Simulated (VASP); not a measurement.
## Ge2W3: single point with PBE

The system is Ge2W3.

```
Ge W
1.0
     4.28694    0.00000    0.00000
    -2.14347    3.71260    0.00000
     0.00000    0.00000    5.30043
Ge W
2 3
Direct
  0.33333 0.66667 0.16642
  0.66667 0.33333 0.83358
  0.00000 0.00000 0.00000
  0.33333 0.66667 0.64394
  0.66667 0.33333 0.35606
```

The cell was generated, and may not be a known phase.

```yaml
Program: VASP 6.6.1
Task: single point
Functional: PBE
Potentials_or_basis: VASP PAW PBE potentials, release 64 (Ge_d, W_sv)
Cutoff: 500 eV
k_mesh: 6 × 6 × 4
Occupations: gaussian, width 0.1 eV
Spin: no spin polarisation
Dipole_correction: no
Further_INCAR_settings: ALGO = Normal; EDIFF = 1e-06; NBANDS = 43
```

```json
{"Pressure": "0.3 GPa", "Largest force": "1.071 eV/Å", "Band gap on the k mesh": "zero (bands 35 and 36 overlap by 0.75 eV)"}
```

Forces in eV/Å, atoms in the order of the input:
```
Ge   0.000  0.000  0.078
Ge   0.000  0.000 -0.078
W    0.000  0.000  0.000
W    0.000  0.000  1.071
W    0.000  0.000 -1.071
```

Stress tensor (GPa, compression positive):
```
-1.48  0.00  0.00
 0.00 -1.48  0.00
 0.00  0.00  3.79
```

Levels at points of the mesh, in eV from the Fermi level:
```tsv
k point	band 31	band 32	band 33	band 34	band 35	band 36	band 37	band 38	band 39	band 40
(0.00, 0.00, 0.00)	-3.33	-0.76	0.09	0.49	0.49	0.53	0.53	0.75	1.91	2.08
(0.50, 0.00, 0.00)	-2.98	-1.90	-1.28	-1.26	-0.22	0.12	0.16	0.60	0.61	1.31
(0.00, 0.00, 0.50)	-2.32	-2.32	-0.11	-0.07	-0.07	-0.03	0.08	0.08	3.89	3.89
(0.50, 0.00, 0.50)	-2.58	-1.48	-1.05	-0.63	-0.26	-0.13	0.10	0.13	0.93	2.24
```

It took 43 s on 1 thread of Intel(R) Xeon(R) Platinum 8488C (Sapphire Rapids) (shared host), peak memory 0.22 GiB.

Caveat: the stress differs along the axes, from -1 to 4 GPa; spin-orbit coupling is left out, which moves the levels of the heavy elements; forces of over 1 eV/Å act on the atoms, so gaps and moduli don't describe the material at rest.
